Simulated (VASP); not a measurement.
# TiAl (P4/mmm) in VASP: notebook

TiAl is run at these levels: LDA; tasks: single point.

All numbers are computed with VASP 6.6.1; they aren't measurements. Logs are shortened: lines on timing, memory, paths and dates and some standing lists are left out, and cuts for length are marked.

### 1 The cell of the first run

The structure is tetragonal, space group P4/mmm (No. 123). Conventional cell: a = 2.819 Å, b = 2.819 Å, c = 3.723 Å, α = 90.00°, β = 90.00°, γ = 90.00°. Ti (site symmetry 4/mmm) has 8 Al at 2.73 Å and 6 Ti at 2.82 to 3.72 Å within 3.8 Å. Within 3.8 Å of Al (site symmetry 4/mmm) lie 8 Ti at 2.73 Å and 6 Al at 2.82 to 3.72 Å.

### 2 Single point, LDA (14.79 Å³/atom)

INCAR reads:

```
SYSTEM = TiAl
PREC = Accurate
ENCUT = 520
EDIFF = 1E-6
ISMEAR = 0
SIGMA = 0.15
LREAL = .False.
LASPH = .True.
NELM = 60
ALGO = Fast
ISIF = 2
LWAVE = .False.
LCHARG = .False.
GGA = CA
NBANDS = 14
```

KPOINTS reads:

```
Automatic mesh
0
Gamma
  16 16 16
  0 0 0
```

POSCAR reads:

```
TiAl
1.0
    2.8186755388      0.0000000000      0.0000000000
    0.0000000000      2.8186755388      0.0000000000
    0.0000000000      0.0000000000      3.7226247841
Ti Al
1 1
Direct
    0.0000000000      0.0000000000      0.0000000000
    0.5000000000      0.5000000000      0.5000000000
```

Potentials or basis: VASP PAW LDA potentials, release 64 (Ti_sv, Al).

Command:

```bash
$ cat potpaw_LDA.64/Ti_sv/POTCAR potpaw_LDA.64/Al/POTCAR > POTCAR
$ mpirun -np 1 vasp_std > vasp.out
```

OUTCAR:

```text
SYSTEM = TiAl
   PREC = Accurate
   ENCUT = 520
   EDIFF = 1E-6
   ISMEAR = 0
   LREAL = .False.
   LASPH = .True.
   NELM = 60
   ISIF = 2
   GGA = CA

 ion  position               nearest neighbor table
   1  0.000  0.000  0.000-   2 2.73   2 2.73   2 2.73   2 2.73   2 2.73   2 2.73   2 2.73   2 2.73

   2  0.500  0.500  0.500-   1 2.73   1 2.73   1 2.73   1 2.73   1 2.73   1 2.73   1 2.73   1 2.73

  LATTYP: Found a simple tetragonal cell.
 ALAT       =     2.8186755388
 C/A-ratio  =     1.3207000000

  Lattice vectors:

 A1 = (   2.8186755388,   0.0000000000,   0.0000000000)
 A2 = (   0.0000000000,   2.8186755388,   0.0000000000)
 A3 = (   0.0000000000,   0.0000000000,   3.7226247841)

Analysis of symmetry for initial positions (statically):
=====================================================================
 Subroutine PRICEL returns:
 Original cell was already a primitive cell.

 Routine SETGRP: Setting up the symmetry group for a
 simple tetragonal supercell.

 Subroutine GETGRP returns: Found 16 space group operations
 (whereof 16 operations were pure point group operations)
 out of a pool of 16 trial point group operations.

The static configuration has the point symmetry D_4h.

Analysis of symmetry for dynamics (positions and initial velocities):
=====================================================================
 Subroutine PRICEL returns:
 Original cell was already a primitive cell.

 Routine SETGRP: Setting up the symmetry group for a
 simple tetragonal supercell.

 Subroutine GETGRP returns: Found 16 space group operations
 (whereof 16 operations were pure point group operations)
 out of a pool of 16 trial point group operations.

The dynamic configuration has the point symmetry D_4h.

 Subroutine INISYM returns: Found 16 space group operations
 (whereof 16 operations are pure point group operations),
 and found     1 'primitive' translations

----------------------------------------------------------------------------------------

                                     Primitive cell

  volume of cell :      29.5760

  direct lattice vectors                    reciprocal lattice vectors
     2.818675539  0.000000000  0.000000000     0.354776556  0.000000000  0.000000000
     0.000000000  2.818675539  0.000000000     0.000000000  0.354776556  0.000000000
     0.000000000  0.000000000  3.722624784     0.000000000  0.000000000  0.268627664

  length of vectors
     2.818675539  2.818675539  3.722624784     0.354776556  0.354776556  0.268627664

  position of ions in fractional coordinates (direct lattice)
     0.000000000  0.000000000  0.000000000
     0.500000000  0.500000000  0.500000000

  ion indices of the primitive-cell ions
   primitive index   ion index
                 1           1
                 2           2

----------------------------------------------------------------------------------------

 KPOINTS: Automatic mesh

Automatic generation of k-mesh.
 Grid dimensions read from file:
 generate k-points for:   16   16   16

 Generating k-lattice:

  Cartesian coordinates                     Fractional coordinates (reciprocal lattice)
     0.022173535  0.000000000  0.000000000     0.062500000  0.000000000  0.000000000
     0.000000000  0.022173535  0.000000000     0.000000000  0.062500000  0.000000000
     0.000000000  0.000000000  0.016789229     0.000000000  0.000000000  0.062500000

  Length of vectors
     0.022173535  0.022173535  0.016789229

  Shift w.r.t. Gamma in fractional coordinates (k-lattice)
     0.000000000  0.000000000  0.000000000

 Subroutine IBZKPT returns following result:
 ===========================================

 Found    405 irreducible k-points:

 Following reciprocal coordinates:
            Coordinates               Weight
  0.000000  0.000000  0.000000      1.000000
  0.062500  0.000000  0.000000      4.000000
  0.125000  0.000000  0.000000      4.000000
  0.187500  0.000000  0.000000      4.000000
  0.250000  0.000000  0.000000      4.000000
  0.312500  0.000000  0.000000      4.000000
[... 16 lines left out ...]
  0.437500  0.125000  0.000000      8.000000
  0.500000  0.125000  0.000000      4.000000
 [... further k-points ...]
   k-points           NKPTS =    405   k-points in BZ     NKDIM =    405   number of bands    NBANDS=     14
   number of dos      NEDOS =    301   number of ions     NIONS =      2
   total plane-waves  NPLWV =  16128
   dimension x,y,z NGX =    24 NGY =   24 NGZ =   28
   dimension x,y,z NGXF=    48 NGYF=   48 NGZF=   56
   ions per type =               1   1
   NGX,Y,Z   is equivalent  to a cutoff of  14.16, 14.16, 12.50 a.u.
   NGXF,Y,Z  is equivalent  to a cutoff of  28.31, 28.31, 25.01 a.u.
 SYSTEM =  TiAl
   PREC   = accura    normal or accurate (medium, high low for compatibility)
   ISTART =      0    job   : 0-new  1-cont  2-samecut
   ICHARG =      2    charge: 1-file 2-atom 10-const
   ISPIN  =      1    spin polarized calculation?
   LNONCOLLINEAR =      F non collinear calculations
   LSORBIT =      F    spin-orbit coupling
   LASPH  =      T    aspherical Exc in radial PAW
   ENCUT  =  520.0 eV  38.22 Ry    6.18 a.u.   5.24  5.24  6.92*2*pi/ulx,y,z
   NELM   =     60;   NELMIN=  2; NELMDL= -5     # of ELM steps
   EDIFF  = 0.1E-05   stopping-criterion for ELM
   LREAL  =      F    real-space projection
   EDIFFG = 0.1E-04   stopping-criterion for IOM
   NSW    =      0    number of steps for IOM
   IBRION =     -1    ionic relax: 0-MD 1-quasi-New 2-CG
   NFREE  =      0    steps in history (QN), initial steepest desc. (CG)
   ISIF   =      2    stress and relaxation
   ISYM   =      2    0-nonsym 1-usesym 2-fastsym
   POTIM  = 0.5000    time-step for ionic-motion
   TEBEG  =    0.0;   TEEND  =   0.0 temperature during run
   PSTRESS=    0.0 pullay stress
   NELECT =      15.0000    total number of electrons
   NUPDOWN=      -1.0000    fix difference up-down
   EMIN   =  10.00;   EMAX   =-10.00  energy-range for DOS
   EFERMI =   0.00;   METHOD = LEGACY
   ISMEAR =     0;   SIGMA  =   0.15  broadening in eV -4-tet -1-fermi 0-gaus
   EFERMI_NEDOS =   21; number of points for ismear=-14 and -15
   IALGO  =     68    algorithm
   IMIX   =      4    mixing-type and parameters
     AMIX     =   0.40;   BMIX     =  1.00
     AMIX_MAG =   1.60;   BMIX_MAG =  1.00
  volume/ion in A,a.u.               =      14.79        99.79
  Fermi-wavevector in a.u.,A,eV,Ry     =   1.305546  2.467124 23.190447  1.704450
  Thomas-Fermi vector in A             =   2.436408
   LORBIT       =      0    0 simple, 1 ext, 2 COOP (PROOUT), +10 PAW based schemes
   GGA     = CA    functional components
   LHFCALC =     F    Hartree Fock is set to
   AEXX    =    0.0000 exact exchange contribution
   IVDW    =     0    specifies the selected vdW correction
   LEPSILON=     F    determine dielectric tensor
   LRPA    =     F    only Hartree local field effects (RPA)
 non-spin polarized calculation
 RMM-DIIS sequential band-by-band and
 Gauss-broadening in eV      SIGMA  =   0.15
  energy-cutoff  :      520.00
  volume of cell :       29.58
 maximum number of plane-waves:       821
 NGX is ok and might be reduce to    24
   NGX = 11   NGY = 11   NGZ = 13

 number of electron      14.9999993 magnetization

 Free energy of the ion-electron system (eV)
  ---------------------------------------------------
  ext. energy  EPLUGINS =         0.00000000
  ---------------------------------------------------
  free energy    TOTEN  =       -13.54640778 eV

  energy without entropy =      -13.52684765  energy(sigma->0) =      -13.53662771

 E-fermi :   9.1302     XC(G=0): -11.6731

 val. band max:        9.1290971730   @ k =   0.5000   0.4375   0.0000
 cond. band min:       9.1401556753   @ k =   0.1875   0.1250   0.1875
 fundamental gap:      0.0110585024
 Fermi energy:         9.1301821634

 k-point     1 :       0.0000    0.0000    0.0000
  band No.  band energies     occupation
      1     -46.6395      2.00000
      2     -23.4162      2.00000
      3     -22.9957      2.00000
      4     -22.9957      2.00000
      5      -0.2417      2.00000
      6       7.2336      2.00000
      7       8.0925      2.00000
      8       9.9296      0.00000
      9      11.2957      0.00000
     10      11.2957      0.00000
     11      12.3863      0.00000
     12      16.9760      0.00000
     13      17.1065      0.00000
     14      17.1065      0.00000

 k-point     2 :       0.0625    0.0000    0.0000
  band No.  band energies     occupation
      1     -46.6370      2.00000
      2     -23.4138      2.00000
      3     -23.0160      2.00000
      4     -22.9939      2.00000
      5      -0.1629      2.00000
      6       7.2897      2.00000
      7       8.1163      2.00000
      8       9.7198      0.00000
      9      11.3098      0.00000
     10      11.5278      0.00000
     11      12.2960      0.00000
     12      16.2351      0.00000
     13      16.9573      0.00000
     14      17.2237      0.00000

 k-point     3 :       0.1250    0.0000    0.0000
  band No.  band energies     occupation
      1     -46.6301      2.00000
      2     -23.4071      2.00000
      3     -23.0736      2.00000
      4     -22.9889      2.00000
      5       0.0713      2.00000
      6       7.4453      2.00000
      7       8.1649      2.00000
      8       9.2981      0.11350
      9      11.3502      0.00000
     10      12.0217      0.00000
     11      12.0561      0.00000
     12      14.9399      0.00000
     13      16.8935      0.00000
     14      17.5503      0.00000
[... 324 lines left out ...]
 k-point    23 :       0.4375    0.1250    0.0000
  band No.  band energies     occupation
      1     -46.5684      2.00000
      2     -23.4832      2.00000
      3     -23.3472      2.00000
      4     -23.0243      2.00000
      5       3.5360      2.00000
      6       5.4749      2.00000
      7       7.8098      2.00000
      8       9.0230      1.68775
      9      10.2406      0.00000
     10      11.0003      0.00000
     11      13.5352      0.00000
     12      16.0087      0.00000
     13      16.0287      0.00000
     14      18.7306      0.00000

 k-point    24 :       0.5000    0.1250    0.0000
  band No.  band energies     occupation
      1     -46.5660      2.00000
      2     -23.5022      2.00000
      3     -23.3448      2.00000
      4     -23.0223      2.00000
      5       4.4089      2.00000
      6       4.5543      2.00000
      7       7.7572      2.00000
      8       9.1207      1.07122
      9      10.1351      0.00000
     10      11.0235      0.00000
     11      13.7157      0.00000
     12      15.8738      0.00000
     13      16.3985      0.00000
     14      17.9854      0.00000

 [... further k-points ...]
[... 5 lines left out ...]
  --------------------------------------------------------------------------------------
  -------------------------------------------------------------------------------------
  Total        0.4822775      0.4822775      1.5595439      0.0000000     -0.0000000      0.0000000
  in kB       26.1257113     26.1257113     84.4828871      0.0000000     -0.0000000      0.0000000
  external PRESSURE =      45.5781032 kB  Pullay stress =       0.0000000 kB

 VOLUME and BASIS-vectors are now :
 -----------------------------------------------------------------------------
  energy-cutoff  :      520.00
  volume of cell :       29.58
      direct lattice vectors                 reciprocal lattice vectors
     2.818675539  0.000000000  0.000000000     0.354776556  0.000000000  0.000000000
     0.000000000  2.818675539  0.000000000     0.000000000  0.354776556  0.000000000
     0.000000000  0.000000000  3.722624784     0.000000000  0.000000000  0.268627664

 POSITION                                       TOTAL-FORCE (eV/Angst)
 -----------------------------------------------------------------------------------
      0.00000      0.00000      0.00000         0.000000      0.000000      0.000000
      1.40934      1.40934      1.86131         0.000000      0.000000      0.000000
 -----------------------------------------------------------------------------------
    total drift:                               -0.000000      0.000000      0.000000

  FREE ENERGIE OF THE ION-ELECTRON SYSTEM (eV)
  ---------------------------------------------------
  free  energy   TOTEN  =       -13.5464077795 eV

  energy  without entropy=      -13.5268476481  energy(sigma->0) =      -13.53662771
```

Wall time 2.5 min (1 thread of AMD EPYC 9R45 (Zen 5), shared host); peak memory 0.24 GiB.

What came out:

```yaml
Free_energy: -13.5464 eV
Pressure: 4.6 GPa
Band_gap_on_the_k_mesh: zero (an odd number of electrons rules out a gap without spin polarisation)
```

Levels at points of the mesh, in eV from the Fermi level:
| k point | band 4 | band 5 | band 6 | band 7 | band 8 | band 9 | band 10 | band 11 | band 12 | band 13 |
| --- | --- | --- | --- | --- | --- | --- | --- | --- | --- | --- |
| (0.00, 0.00, 0.00) | -32.13 | -9.37 | -1.90 | -1.04 | 0.80 | 2.17 | 2.17 | 3.26 | 7.85 | 7.98 |
| (0.50, 0.00, 0.00) | -32.08 | -4.89 | -4.86 | -1.53 | -0.31 | 1.52 | 2.56 | 4.66 | 6.06 | 6.31 |
| (0.50, 0.50, 0.00) | -32.42 | -3.80 | -0.80 | -0.74 | -0.74 | -0.19 | -0.19 | 4.35 | 5.75 | 6.71 |
| (0.00, 0.00, 0.50) | -32.12 | -7.41 | -5.35 | -0.72 | 1.26 | 1.55 | 1.55 | 3.29 | 7.70 | 10.60 |
| (0.50, 0.00, 0.50) | -32.08 | -5.24 | -2.83 | -1.29 | -1.21 | 1.62 | 1.91 | 2.12 | 4.83 | 5.95 |
| (0.50, 0.50, 0.50) | -32.46 | -2.92 | -2.75 | -2.75 | 1.86 | 2.50 | 2.85 | 4.27 | 4.27 | 4.36 |

Caveat: the cell stands under pressure.

(Part 1 of 2 ends here.)
